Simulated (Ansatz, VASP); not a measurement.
**Cu: VASP beside Ansatz**

```
Cu
1.0
     0.00000    1.79093    1.79093
     1.79093    0.00000    1.79093
     1.79093    1.79093    0.00000
Cu
1
Cartesian
  0.0000 0.0000 0.0000
```

Alike in both runs: task single point; functional PBEsol; k mesh 12 × 12 × 12; occupations fermi-dirac, width 0.06 eV; no spin polarisation.

|  | VASP | Ansatz |
| --- | --- | --- |
| version | VASP 6.6.1 | Ansatz 0.2 development build |
| potentials or method | VASP PAW PBE potentials, release 64 (Cu), cutoff 520 eV | all-electron full-potential LAPW, scalar-relativistic |

VASP gave:

```
pressure (GPa) : -1.9
```

Task: What did Ansatz give for the same quantities?

Result: Pressure (GPa): -2.5.

VASP's potentials were made for PBE, not for PBEsol. Ansatz ran all-electron here, and VASP with PAW potentials.
